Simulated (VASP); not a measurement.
# Al (Fm-3m) in VASP: single point with PBE

Aim: the single point of Al with PBE.

Program: VASP 6.6.1. These are calculated values, not measurements. Logs are shortened: lines on timing, memory, paths and dates and some standing lists are left out, and cuts for length are marked.

## (1) The cell of the first run

It takes space group Fm-3m (No. 225, cubic). The conventional cell has a = 4.050 Å, b = 4.050 Å, c = 4.050 Å, α = 90.00°, β = 90.00°, γ = 90.00°. Al (site symmetry m-3m) has 12 Al at 2.86 Å within 3.8 Å.

## (2) Single point, PBE

INCAR reads:

```
SYSTEM = Al
ALGO = Normal
EDIFF = 1E-6
ENCUT = 500
GGA = PE
GGA_COMPAT = .False.
ISIF = 2
ISMEAR = 0
LASPH = .True.
LCHARG = .False.
LREAL = .False.
LWAVE = .False.
NBANDS = 8
NELM = 120
PREC = Accurate
SIGMA = 0.15
```

KPOINTS reads:

```
k-points
0
Gamma
  9 9 9
  0 0 0
```

POSCAR reads:

```
Al
1.0
    0.0000000000      2.0248050000      2.0248050000
    2.0248050000      0.0000000000      2.0248050000
    2.0248050000      2.0248050000      0.0000000000
Al
1
Direct
    0.0000000000      0.0000000000      0.0000000000
```

Potentials or basis: VASP PAW PBE potentials, release 64 (Al).

Command:

```bash
$ cat potpaw_PBE.64/Al/POTCAR > POTCAR
$ mpirun -np 1 vasp_std > vasp.out
```

OUTCAR:

```text
SYSTEM = Al
   EDIFF = 1E-6
   ENCUT = 500
   GGA = PE
   ISIF = 2
   ISMEAR = 0
   LASPH = .True.
   LREAL = .False.
   NELM = 120
   PREC = Accurate

 ion  position               nearest neighbor table
   1  0.000  0.000  0.000-

  LATTYP: Found a face centered cubic cell.
 ALAT       =     4.0496100000

  Lattice vectors:

 A1 = (   0.0000000000,   2.0248050000,   2.0248050000)
 A2 = (   2.0248050000,   0.0000000000,   2.0248050000)
 A3 = (   2.0248050000,   2.0248050000,   0.0000000000)

Analysis of symmetry for initial positions (statically):
=====================================================================
 Subroutine PRICEL returns:
 Original cell was already a primitive cell.

 Routine SETGRP: Setting up the symmetry group for a
 face centered cubic supercell.

 Subroutine GETGRP returns: Found 48 space group operations
 (whereof 48 operations were pure point group operations)
 out of a pool of 48 trial point group operations.

The static configuration has the point symmetry O_h .

Analysis of symmetry for dynamics (positions and initial velocities):
=====================================================================
 Subroutine PRICEL returns:
 Original cell was already a primitive cell.

 Routine SETGRP: Setting up the symmetry group for a
 face centered cubic supercell.

 Subroutine GETGRP returns: Found 48 space group operations
 (whereof 48 operations were pure point group operations)
 out of a pool of 48 trial point group operations.

The dynamic configuration has the point symmetry O_h .

 Subroutine INISYM returns: Found 48 space group operations
 (whereof 48 operations are pure point group operations),
 and found     1 'primitive' translations

----------------------------------------------------------------------------------------

                                     Primitive cell

  volume of cell :      16.6027

  direct lattice vectors                    reciprocal lattice vectors
     0.000000000  2.024805000  2.024805000    -0.246937359  0.246937359  0.246937359
     2.024805000  0.000000000  2.024805000     0.246937359 -0.246937359  0.246937359
     2.024805000  2.024805000  0.000000000     0.246937359  0.246937359 -0.246937359

  length of vectors
     2.863506692  2.863506692  2.863506692     0.427708053  0.427708053  0.427708053

  position of ions in fractional coordinates (direct lattice)
     0.000000000  0.000000000  0.000000000

  ion indices of the primitive-cell ions
   primitive index   ion index
                 1           1

----------------------------------------------------------------------------------------

 KPOINTS: k-points

Automatic generation of k-mesh.
 Grid dimensions read from file:
 generate k-points for:    9    9    9

 Generating k-lattice:

  Cartesian coordinates                     Fractional coordinates (reciprocal lattice)
    -0.027437484  0.027437484  0.027437484     0.111111111  0.000000000  0.000000000
     0.027437484 -0.027437484  0.027437484     0.000000000  0.111111111  0.000000000
     0.027437484  0.027437484 -0.027437484     0.000000000  0.000000000  0.111111111

  Length of vectors
     0.047523117  0.047523117  0.047523117

  Shift w.r.t. Gamma in fractional coordinates (k-lattice)
     0.000000000  0.000000000  0.000000000

 Subroutine IBZKPT returns following result:
 ===========================================

 Found     35 irreducible k-points:

 Following reciprocal coordinates:
            Coordinates               Weight
  0.000000  0.000000  0.000000      1.000000
  0.111111  0.000000  0.000000      8.000000
  0.222222  0.000000  0.000000      8.000000
  0.333333  0.000000  0.000000      8.000000
  0.444444  0.000000  0.000000      8.000000
  0.111111  0.111111  0.000000      6.000000
[... 16 lines left out ...]
 -0.333333  0.333333  0.000000     12.000000
  0.444444  0.444444  0.000000      6.000000
 [... further k-points ...]
   k-points           NKPTS =     35   k-points in BZ     NKDIM =     35   number of bands    NBANDS=      8
   number of dos      NEDOS =    301   number of ions     NIONS =      1
   total plane-waves  NPLWV =  13824
   dimension x,y,z NGX =    24 NGY =   24 NGZ =   24
   dimension x,y,z NGXF=    48 NGYF=   48 NGZF=   48
   ions per type =               1
   NGX,Y,Z   is equivalent  to a cutoff of  13.93, 13.93, 13.93 a.u.
   NGXF,Y,Z  is equivalent  to a cutoff of  27.87, 27.87, 27.87 a.u.
 SYSTEM =  Al
   PREC   = accura    normal or accurate (medium, high low for compatibility)
   ISTART =      0    job   : 0-new  1-cont  2-samecut
   ICHARG =      2    charge: 1-file 2-atom 10-const
   ISPIN  =      1    spin polarized calculation?
   LNONCOLLINEAR =      F non collinear calculations
   LSORBIT =      F    spin-orbit coupling
   LASPH  =      T    aspherical Exc in radial PAW
   ENCUT  =  500.0 eV  36.75 Ry    6.06 a.u.   5.22  5.22  5.22*2*pi/ulx,y,z
   NELM   =    120;   NELMIN=  2; NELMDL= -5     # of ELM steps
   EDIFF  = 0.1E-05   stopping-criterion for ELM
   LREAL  =      F    real-space projection
   EDIFFG = 0.1E-04   stopping-criterion for IOM
   NSW    =      0    number of steps for IOM
   IBRION =     -1    ionic relax: 0-MD 1-quasi-New 2-CG
   NFREE  =      0    steps in history (QN), initial steepest desc. (CG)
   ISIF   =      2    stress and relaxation
   ISYM   =      2    0-nonsym 1-usesym 2-fastsym
   POTIM  = 0.5000    time-step for ionic-motion
   TEBEG  =    0.0;   TEEND  =   0.0 temperature during run
   PSTRESS=    0.0 pullay stress
   NELECT =       3.0000    total number of electrons
   NUPDOWN=      -1.0000    fix difference up-down
   EMIN   =  10.00;   EMAX   =-10.00  energy-range for DOS
   EFERMI =   0.00;   METHOD = LEGACY
   ISMEAR =     0;   SIGMA  =   0.15  broadening in eV -4-tet -1-fermi 0-gaus
   EFERMI_NEDOS =   21; number of points for ismear=-14 and -15
   IALGO  =     38    algorithm
   IMIX   =      4    mixing-type and parameters
     AMIX     =   0.40;   BMIX     =  1.00
     AMIX_MAG =   1.60;   BMIX_MAG =  1.00
  volume/ion in A,a.u.               =      16.60       112.04
  Fermi-wavevector in a.u.,A,eV,Ry     =   0.925526  1.748991 11.654733  0.856599
  Thomas-Fermi vector in A             =   2.051390
   LORBIT       =      0    0 simple, 1 ext, 2 COOP (PROOUT), +10 PAW based schemes
   GGA     = PE    functional components
   LHFCALC =     F    Hartree Fock is set to
   AEXX    =    0.0000 exact exchange contribution
   IVDW    =     0    specifies the selected vdW correction
   LEPSILON=     F    determine dielectric tensor
   LRPA    =     F    only Hartree local field effects (RPA)
 non-spin polarized calculation
 Gauss-broadening in eV      SIGMA  =   0.15
  energy-cutoff  :      500.00
  volume of cell :       16.60
 maximum number of plane-waves:       436
 NGX is ok and might be reduce to    24
   NGX = 11   NGY = 11   NGZ = 11

 number of electron       3.0000000 magnetization

 Free energy of the ion-electron system (eV)
  ---------------------------------------------------
  ext. energy  EPLUGINS =         0.00000000
  ---------------------------------------------------
  free energy    TOTEN  =        -3.71930520 eV

  energy without entropy =       -3.71263955  energy(sigma->0) =       -3.71597237

 E-fermi :   7.9036     XC(G=0): -10.1735

 val. band max:        7.7992595658   @ k =   0.4444   0.4444   0.0000
 cond. band min:       7.9434284883   @ k =  -0.4444   0.3333   0.1111
 fundamental gap:      0.1441689225
 Fermi energy:         7.9035941247

 k-point     1 :       0.0000    0.0000    0.0000
  band No.  band energies     occupation
      1      -3.1554      2.00000
      2      20.5214      0.00000
      3      20.5214      0.00000
      4      20.5214      0.00000
      5      21.9667      0.00000
      6      21.9667      0.00000
      7      21.9667      0.00000
      8      24.3578      0.00000

 k-point     2 :       0.1111    0.0000    0.0000
  band No.  band energies     occupation
      1      -2.8214      2.00000
      2      16.7837      0.00000
      3      19.6880      0.00000
      4      19.6880      0.00000
      5      22.6214      0.00000
      6      23.2883      0.00000
      7      23.2883      0.00000
      8      25.7948      0.00000

 k-point     3 :       0.2222    0.0000    0.0000
  band No.  band energies     occupation
      1      -1.8241      2.00000
      2      12.4009      0.00000
      3      18.9140      0.00000
      4      18.9140      0.00000
      5      22.2940      0.00000
      6      23.1332      0.00000
      7      23.1332      0.00000
      8      26.0778      0.00000

 k-point     4 :       0.3333    0.0000    0.0000
  band No.  band energies     occupation
      1      -0.1773      2.00000
      2       8.4298      0.00000
      3      18.6601      0.00000
      4      18.6601      0.00000
      5      21.2459      0.00000
      6      21.2459      0.00000
      7      22.2103      0.00000
      8      25.2013      0.00000

 k-point     5 :       0.4444    0.0000    0.0000
  band No.  band energies     occupation
      1       2.0970      2.00000
      2       4.9829      2.00000
      3      18.9605      0.00000
      4      18.9605      0.00000
      5      19.8291      0.00000
      6      19.8291      0.00000
      7      22.6427      0.00000
      8      23.6600      0.00000

 k-point     6 :       0.1111    0.1111    0.0000
  band No.  band energies     occupation
      1      -2.7102      2.00000
      2      18.1290      0.00000
      3      18.1290      0.00000
      4      18.4107      0.00000
      5      21.0217      0.00000
      6      23.2417      0.00000
      7      24.9972      0.00000
      8      24.9972      0.00000

 k-point     7 :       0.2222    0.1111    0.0000
  band No.  band energies     occupation
      1      -1.9346      2.00000
      2      14.0400      0.00000
      3      17.1059      0.00000
      4      18.5691      0.00000
      5      20.4730      0.00000
      6      21.9804      0.00000
      7      25.3993      0.00000
      8      26.0531      0.00000

 k-point     8 :       0.3333    0.1111    0.0000
  band No.  band energies     occupation
      1      -0.5052      2.00000
      2       9.9581      0.00000
      3      16.6448      0.00000
      4      18.1771      0.00000
      5      18.3785      0.00000
      6      24.3321      0.00000
      7      24.4226      0.00000
      8      25.4842      0.00000

 k-point     9 :       0.4444    0.1111    0.0000
  band No.  band energies     occupation
      1       1.5585      2.00000
      2       6.3457      2.00000
      3      16.5835      0.00000
      4      16.7507      0.00000
      5      18.4662      0.00000
      6      22.7909      0.00000
      7      25.1956      0.00000
      8      26.0724      0.00000

 k-point    10 :      -0.4444    0.1111    0.0000
  band No.  band energies     occupation
      1       3.2670      2.00000
      2       4.2470      2.00000
      3      15.4942      0.00000
      4      17.4255      0.00000
      5      19.2051      0.00000
      6      21.7566      0.00000
      7      24.6447      0.00000
      8      26.3145      0.00000
[... 78 lines left out ...]
 k-point    18 :      -0.3333    0.2222    0.0000
  band No.  band energies     occupation
      1       2.4179      2.00000
      2       7.1216      2.00000
      3      11.1593      0.00000
      4      16.6582      0.00000
      5      18.5566      0.00000
      6      24.4441      0.00000
      7      26.8001      0.00000
      8      27.8701      0.00000

 k-point    19 :      -0.2222    0.2222    0.0000
  band No.  band energies     occupation
      1       0.3674      2.00000
      2      10.1505      0.00000
      3      11.6382      0.00000
      4      18.2808      0.00000
      5      20.2810      0.00000
      6      23.9609      0.00000
      7      24.7955      0.00000
      8      25.8412      0.00000

 k-point    20 :       0.3333    0.3333    0.0000
  band No.  band energies     occupation
      1       0.7995      2.00000
      2      12.2990      0.00000
      3      14.1798      0.00000
      4      14.3548      0.00000
      5      14.3548      0.00000
      6      17.8416      0.00000
      7      30.8069      0.00000
      8      32.1770      0.00000

 k-point    21 :       0.4444    0.3333    0.0000
  band No.  band energies     occupation
      1       2.4086      2.00000
      2      10.1141      0.00000
      3      10.8274      0.00000
      4      14.0721      0.00000
      5      15.4059      0.00000
      6      19.2072      0.00000
      7      30.0632      0.00000
      8      32.3440      0.00000

 k-point    22 :      -0.4444    0.3333    0.0000
  band No.  band energies     occupation
      1       4.5986      2.00000
      2       7.4420      1.99999
      3       8.6927      0.00000
      4      14.3609      0.00000
      5      15.9652      0.00000
      6      22.6367      0.00000
      7      28.8928      0.00000
      8      31.1483      0.00000

 k-point    23 :      -0.3333    0.3333    0.0000
  band No.  band energies     occupation
      1       4.6436      2.00000
      2       6.8678      2.00000
      3       8.3197      0.00009
      4      15.2223      0.00000
      5      16.9844      0.00000
      6      26.5503      0.00000
      7      28.1158      0.00000
      8      28.1339      0.00000

 k-point    24 :       0.4444    0.4444    0.0000
  band No.  band energies     occupation
      1       3.7579      2.00000
      2       7.7993      1.67472
      3      13.3029      0.00000
      4      13.5967      0.00000
      5      13.5967      0.00000
      6      17.0485      0.00000
      7      32.8332      0.00000
      8      34.3776      0.00000

 [... further k-points ...]
[... 5 lines left out ...]
  --------------------------------------------------------------------------------------
  -------------------------------------------------------------------------------------
  Total       -0.0258297     -0.0258297     -0.0258297      0.0000000      0.0000000      0.0000000
  in kB       -2.4925889     -2.4925889     -2.4925889      0.0000000      0.0000000      0.0000000
  external PRESSURE =      -2.4925889 kB  Pullay stress =       0.0000000 kB

 VOLUME and BASIS-vectors are now :
 -----------------------------------------------------------------------------
  energy-cutoff  :      500.00
  volume of cell :       16.60
      direct lattice vectors                 reciprocal lattice vectors
     0.000000000  2.024805000  2.024805000    -0.246937359  0.246937359  0.246937359
     2.024805000  0.000000000  2.024805000     0.246937359 -0.246937359  0.246937359
     2.024805000  2.024805000  0.000000000     0.246937359  0.246937359 -0.246937359

 POSITION                                       TOTAL-FORCE (eV/Angst)
 -----------------------------------------------------------------------------------
      0.00000      0.00000      0.00000         0.000000      0.000000      0.000000
 -----------------------------------------------------------------------------------
    total drift:                               -0.000000      0.000000      0.000000

  FREE ENERGIE OF THE ION-ELECTRON SYSTEM (eV)
  ---------------------------------------------------
  free  energy   TOTEN  =        -3.7193051999 eV

  energy  without entropy=       -3.7126395482  energy(sigma->0) =       -3.71597237
```

It took 3.3 s on 1 thread of Intel Xeon Platinum 8559C (Emerald Rapids), shared host; peak memory 0.12 GiB.

What came out:

```
Free energy : -3.7193 eV
Pressure    : -0.2 GPa
```
